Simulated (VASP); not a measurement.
# LuGe3O (Pm-3m) in VASP: a series of runs

Runs on LuGe3O. Level: PBE. Tasks: single point, relaxation of cell and atoms.

All numbers are computed with VASP 6.6.1; they aren't measurements. Logs are shortened: lines on timing, memory, paths and dates and some standing lists are left out, and cuts for length are marked.

**1. The cell of the first run**

Symmetry: Pm-3m, No. 221, cubic system. Conventional cell: a = 4.436 Å, b = 4.436 Å, c = 4.436 Å, α = 90.00°, β = 90.00°, γ = 90.00°. Lu (site symmetry m-3m) has 12 Ge at 3.14 Å and 8 O at 3.84 Å within 4.1 Å. Ge (site symmetry 4/mmm) has 2 O at 2.22 Å within 2.9 Å. Within 2.9 Å of O (site symmetry m-3m) lie 6 Ge at 2.22 Å.

**2. Single point, PBE**

INCAR reads:

```
SYSTEM = LuGe3O
PREC = Accurate ; ENCUT = 520
EDIFF = 1E-7 ; ISMEAR = 0
SIGMA = 0.1 ; LREAL = .FALSE.
LASPH = .TRUE. ; NELM = 60
ALGO = Normal ; ISIF = 2
LWAVE = .FALSE. ; LCHARG = .FALSE.
GGA = PE ; NBANDS = 44
```

KPOINTS reads:

```
Automatic mesh
0
G
  4 4 4
  0 0 0
```

POSCAR reads:

```
LuGe3O
1.0
    4.4356033417      0.0000000000      0.0000000000
    0.0000000000      4.4356033417      0.0000000000
    0.0000000000      0.0000000000      4.4356033417
Lu Ge O
1 3 1
Direct
    0.5000000000      0.5000000000      0.5000000000
    0.5000000000      0.0000000000      0.0000000000
    0.0000000000      0.5000000000      0.0000000000
    0.0000000000      0.0000000000      0.5000000000
    0.0000000000      0.0000000000      0.0000000000
```

Potentials or basis: VASP PAW PBE potentials, release 64 (Lu, Ge_d, O).

Command:

```console
cat potpaw_PBE.64/Lu/POTCAR potpaw_PBE.64/Ge_d/POTCAR potpaw_PBE.64/O/POTCAR > POTCAR
mpirun -np 1 vasp_std > vasp.out
```

OUTCAR:

```text
SYSTEM = LuGe3O
   PREC = Accurate
   ENCUT = 520
   EDIFF = 1E-7
   ISMEAR = 0
   LREAL = .FALSE.
   LASPH = .TRUE.
   NELM = 60
   ISIF = 2
   GGA = PE

 ion  position               nearest neighbor table
   1  0.500  0.500  0.500-   2 3.14   3 3.14   4 3.14   2 3.14   3 3.14   2 3.14   4 3.14   2 3.14
                             3 3.14   4 3.14   3 3.14   4 3.14
   2  0.500  0.000  0.000-   5 2.22   5 2.22   1 3.14   1 3.14   1 3.14   1 3.14
   3  0.000  0.500  0.000-   5 2.22   5 2.22   1 3.14   1 3.14   1 3.14   1 3.14
   4  0.000  0.000  0.500-   5 2.22   5 2.22   1 3.14   1 3.14   1 3.14   1 3.14
   5  0.000  0.000  0.000-   2 2.22   3 2.22   4 2.22   4 2.22   3 2.22   2 2.22

  LATTYP: Found a simple cubic cell.
 ALAT       =     4.4356033417

  Lattice vectors:

 A1 = (   4.4356033417,   0.0000000000,   0.0000000000)
 A2 = (   0.0000000000,   4.4356033417,   0.0000000000)
 A3 = (   0.0000000000,   0.0000000000,   4.4356033417)

Analysis of symmetry for initial positions (statically):
=====================================================================
 Subroutine PRICEL returns:
 Original cell was already a primitive cell.

 Routine SETGRP: Setting up the symmetry group for a
 simple cubic supercell.

 Subroutine GETGRP returns: Found 48 space group operations
 (whereof 48 operations were pure point group operations)
 out of a pool of 48 trial point group operations.

The static configuration has the point symmetry O_h .

Analysis of symmetry for dynamics (positions and initial velocities):
=====================================================================
 Subroutine PRICEL returns:
 Original cell was already a primitive cell.

 Routine SETGRP: Setting up the symmetry group for a
 simple cubic supercell.

 Subroutine GETGRP returns: Found 48 space group operations
 (whereof 48 operations were pure point group operations)
 out of a pool of 48 trial point group operations.

The dynamic configuration has the point symmetry O_h .

 Subroutine INISYM returns: Found 48 space group operations
 (whereof 48 operations are pure point group operations),
 and found     1 'primitive' translations

----------------------------------------------------------------------------------------

                                     Primitive cell

  volume of cell :      87.2686

  direct lattice vectors                    reciprocal lattice vectors
     4.435603342  0.000000000  0.000000000     0.225448473  0.000000000  0.000000000
     0.000000000  4.435603342  0.000000000     0.000000000  0.225448473  0.000000000
     0.000000000  0.000000000  4.435603342     0.000000000  0.000000000  0.225448473

  length of vectors
     4.435603342  4.435603342  4.435603342     0.225448473  0.225448473  0.225448473

  position of ions in fractional coordinates (direct lattice)
     0.500000000  0.500000000  0.500000000
     0.500000000  0.000000000  0.000000000
     0.000000000  0.500000000  0.000000000
     0.000000000  0.000000000  0.500000000
     0.000000000  0.000000000  0.000000000

  ion indices of the primitive-cell ions
   primitive index   ion index
                 1           1
                 2           2
                 3           3
                 4           4
                 5           5

----------------------------------------------------------------------------------------

 KPOINTS: Automatic mesh

Automatic generation of k-mesh.
 Grid dimensions read from file:
 generate k-points for:    4    4    4

 Generating k-lattice:

  Cartesian coordinates                     Fractional coordinates (reciprocal lattice)
     0.056362118  0.000000000  0.000000000     0.250000000  0.000000000  0.000000000
     0.000000000  0.056362118  0.000000000     0.000000000  0.250000000  0.000000000
     0.000000000  0.000000000  0.056362118     0.000000000  0.000000000  0.250000000

  Length of vectors
     0.056362118  0.056362118  0.056362118

  Shift w.r.t. Gamma in fractional coordinates (k-lattice)
     0.000000000  0.000000000  0.000000000

 Subroutine IBZKPT returns following result:
 ===========================================

 Found     10 irreducible k-points:

 Following reciprocal coordinates:
            Coordinates               Weight
  0.000000  0.000000  0.000000      1.000000
  0.250000  0.000000  0.000000      6.000000
  0.500000  0.000000  0.000000      3.000000
  0.250000  0.250000  0.000000     12.000000
  0.500000  0.250000  0.000000     12.000000
  0.500000  0.500000  0.000000      3.000000
  0.250000  0.250000  0.250000      8.000000
  0.500000  0.250000  0.250000     12.000000
  0.500000  0.500000  0.250000      6.000000
  0.500000  0.500000  0.500000      1.000000
   k-points           NKPTS =     10   k-points in BZ     NKDIM =     10   number of bands    NBANDS=     44
   number of dos      NEDOS =    301   number of ions     NIONS =      5
   total plane-waves  NPLWV =  46656
   dimension x,y,z NGX =    36 NGY =   36 NGZ =   36
   dimension x,y,z NGXF=    72 NGYF=   72 NGZF=   72
   ions per type =               1   3   1
   NGX,Y,Z   is equivalent  to a cutoff of  13.49, 13.49, 13.49 a.u.
   NGXF,Y,Z  is equivalent  to a cutoff of  26.99, 26.99, 26.99 a.u.
 SYSTEM =  LuGe3O
   PREC   = accura    normal or accurate (medium, high low for compatibility)
   ISTART =      0    job   : 0-new  1-cont  2-samecut
   ICHARG =      2    charge: 1-file 2-atom 10-const
   ISPIN  =      1    spin polarized calculation?
   LNONCOLLINEAR =      F non collinear calculations
   LSORBIT =      F    spin-orbit coupling
   LASPH  =      T    aspherical Exc in radial PAW
   ENCUT  =  520.0 eV  38.22 Ry    6.18 a.u.   8.25  8.25  8.25*2*pi/ulx,y,z
   NELM   =     60;   NELMIN=  2; NELMDL= -5     # of ELM steps
   EDIFF  = 0.1E-06   stopping-criterion for ELM
   LREAL  =      F    real-space projection
   EDIFFG = 0.1E-05   stopping-criterion for IOM
   NSW    =      0    number of steps for IOM
   IBRION =     -1    ionic relax: 0-MD 1-quasi-New 2-CG
   NFREE  =      0    steps in history (QN), initial steepest desc. (CG)
   ISIF   =      2    stress and relaxation
   ISYM   =      2    0-nonsym 1-usesym 2-fastsym
   POTIM  = 0.5000    time-step for ionic-motion
   TEBEG  =    0.0;   TEEND  =   0.0 temperature during run
   PSTRESS=    0.0 pullay stress
   NELECT =      73.0000    total number of electrons
   NUPDOWN=      -1.0000    fix difference up-down
   EMIN   =  10.00;   EMAX   =-10.00  energy-range for DOS
   EFERMI =   0.00;   METHOD = LEGACY
   ISMEAR =     0;   SIGMA  =   0.10  broadening in eV -4-tet -1-fermi 0-gaus
   EFERMI_NEDOS =   21; number of points for ismear=-14 and -15
   IALGO  =     38    algorithm
   IMIX   =      4    mixing-type and parameters
     AMIX     =   0.40;   BMIX     =  1.00
     AMIX_MAG =   1.60;   BMIX_MAG =  1.00
  volume/ion in A,a.u.               =      17.45       117.78
  Fermi-wavevector in a.u.,A,eV,Ry     =   1.542516  2.914933 32.373109  2.379356
  Thomas-Fermi vector in A             =   2.648310
   LORBIT       =      0    0 simple, 1 ext, 2 COOP (PROOUT), +10 PAW based schemes
   GGA     = PE    functional components
   LHFCALC =     F    Hartree Fock is set to
   AEXX    =    0.0000 exact exchange contribution
   IVDW    =     0    specifies the selected vdW correction
   LEPSILON=     F    determine dielectric tensor
   LRPA    =     F    only Hartree local field effects (RPA)
 non-spin polarized calculation
 Gauss-broadening in eV      SIGMA  =   0.10
  energy-cutoff  :      520.00
  volume of cell :       87.27
 maximum number of plane-waves:      2373
 NGX is ok and might be reduce to    36
   NGX = 17   NGY = 17   NGZ = 17

 number of electron      72.9999990 magnetization

 Free energy of the ion-electron system (eV)
  ---------------------------------------------------
  ext. energy  EPLUGINS =         0.00000000
  ---------------------------------------------------
  free energy    TOTEN  =       -24.80274401 eV

  energy without entropy =      -24.78756707  energy(sigma->0) =      -24.79515554

 E-fermi :   5.3855     XC(G=0): -11.4521

 val. band max:        5.3484935133   @ k =   0.5000   0.0000   0.0000
 cond. band min:       5.4666327890   @ k =   0.2500   0.0000   0.0000
 fundamental gap:      0.1181392757
 Fermi energy:         5.3855412136

 k-point     1 :       0.0000    0.0000    0.0000
  band No.  band energies     occupation
      1     -50.6062      2.00000
      2     -21.2693      2.00000
      3     -21.2693      2.00000
      4     -21.2693      2.00000
      5     -19.1254      2.00000
      6     -18.9777      2.00000
[... 36 lines left out ...]
     43       8.0224      0.00000
     44       8.0224      0.00000

 k-point     2 :       0.2500    0.0000    0.0000
  band No.  band energies     occupation
      1     -50.6061      2.00000
      2     -21.2835      2.00000
      3     -21.2704      2.00000
      4     -21.2704      2.00000
      5     -19.0979      2.00000
      6     -18.9770      2.00000
[... 36 lines left out ...]
     43      10.3712      0.00000
     44      11.1014      0.00000

 k-point     3 :       0.5000    0.0000    0.0000
  band No.  band energies     occupation
      1     -50.6060      2.00000
      2     -21.2977      2.00000
      3     -21.2716      2.00000
      4     -21.2716      2.00000
      5     -19.0630      2.00000
      6     -18.9763      2.00000
[... 36 lines left out ...]
     43      12.1630      0.00000
     44      12.6023      0.00000

 k-point     4 :       0.2500    0.2500    0.0000
  band No.  band energies     occupation
      1     -50.6060      2.00000
      2     -21.2845      2.00000
      3     -21.2809      2.00000
      4     -21.2715      2.00000
      5     -19.0726      2.00000
      6     -18.9673      2.00000
[... 224 lines left out ...]
     43      10.4411      0.00000
     44      11.0212      0.00000

 k-point     9 :       0.5000    0.5000    0.2500
  band No.  band energies     occupation
      1     -50.6056      2.00000
      2     -21.2895      2.00000
      3     -21.2895      2.00000
      4     -21.2800      2.00000
      5     -18.9954      2.00000
      6     -18.9835      2.00000
[... 36 lines left out ...]
     43       9.6735      0.00000
     44      10.6873      0.00000

 k-point    10 :       0.5000    0.5000    0.5000
  band No.  band energies     occupation
      1     -50.6055      2.00000
      2     -21.2866      2.00000
      3     -21.2866      2.00000
      4     -21.2866      2.00000
      5     -18.9875      2.00000
      6     -18.9875      2.00000
[... 36 lines left out ...]
     43      10.3000      0.00000
     44      10.8623      0.00000

------------------------ aborting loop because EDIFF is reached ----------------------------------------

  FORCE on cell =-STRESS in cart. coord.  units (eV):
  Direction    XX          YY          ZZ          XY          YZ          ZX
  --------------------------------------------------------------------------------------
  -------------------------------------------------------------------------------------
  Total        0.1601160      0.1601160      0.1601160     -0.0000000      0.0000000     -0.0000000
  in kB        2.9395936      2.9395936      2.9395936     -0.0000000      0.0000000     -0.0000000
  external PRESSURE =       2.9395936 kB  Pullay stress =       0.0000000 kB

 VOLUME and BASIS-vectors are now :
 -----------------------------------------------------------------------------
  energy-cutoff  :      520.00
  volume of cell :       87.27
      direct lattice vectors                 reciprocal lattice vectors
     4.435603342  0.000000000  0.000000000     0.225448473  0.000000000  0.000000000
     0.000000000  4.435603342  0.000000000     0.000000000  0.225448473  0.000000000
     0.000000000  0.000000000  4.435603342     0.000000000  0.000000000  0.225448473

 POSITION                                       TOTAL-FORCE (eV/Angst)
 -----------------------------------------------------------------------------------
      2.21780      2.21780      2.21780         0.000000      0.000000      0.000000
      2.21780      0.00000      0.00000         0.000000      0.000000      0.000000
      0.00000      2.21780      0.00000         0.000000      0.000000      0.000000
      0.00000      0.00000      2.21780         0.000000      0.000000      0.000000
      0.00000      0.00000      0.00000         0.000000      0.000000      0.000000
 -----------------------------------------------------------------------------------
    total drift:                                0.000000      0.000000      0.000000

  FREE ENERGIE OF THE ION-ELECTRON SYSTEM (eV)
  ---------------------------------------------------
  free  energy   TOTEN  =       -24.8027440111 eV

  energy  without entropy=      -24.7875670705  energy(sigma->0) =      -24.79515554
```

Wall time 30 s (1 thread of Intel Xeon 6975P-C (Granite Rapids), shared host); peak memory 0.21 GiB.

What came out:

```yaml
Free_energy: -24.8027 eV
Pressure: 0.3 GPa
```

Caveat: spin-orbit coupling is left out, which moves the levels of the heavy elements; an odd number of electrons without spin polarisation forces a metal; a magnetic or distorted state may lie lower.

[end of part 1 of 2]
